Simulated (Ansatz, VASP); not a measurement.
**One calculation of Zn, two programs**

```
Zn
1.0
     2.66480    0.00000    0.00000
    -1.33240    2.30778    0.00000
     0.00000    0.00000    4.94670
Zn
2
Cartesian
  0.0000 1.5385 1.4367
  1.3324 0.7693 3.7100
```

Alike in both runs: task electric field gradients; functional PBE; k mesh 18 × 18 × 8; occupations fermi-dirac, width 0.03 eV; no spin polarisation.

```csv
,VASP,Ansatz
version,VASP 6.6.1,Ansatz 0.2.0
potentials or method,"VASP PAW PBE potentials, release 64 (Zn)","PAW with Ansatz's default frozen-core files, scalar-relativistic"
plane-wave cutoff (eV),520,420
valence electrons in the cell,24,24
```

Ansatz gave:

```
pressure (GPa)                                                : 0.7
traceless stress, the component that is largest in VASP (GPa) : 1.48
rms of the force components (eV/Å)                            : 0.280
size of Vzz on the site where it differs most (V/Å²)          : 33.5
```

**Question.** What did VASP give for the same quantities?

**Answer.** Pressure (GPa): 1.1; traceless stress, the component that is largest in VASP (GPa): 1.35; rms of the force components (eV/Å): 0.286; size of Vzz on the site where it differs most (V/Å²): 33.4.

Atom by atom the forces differ by 0.006 eV/Å (rms over components).
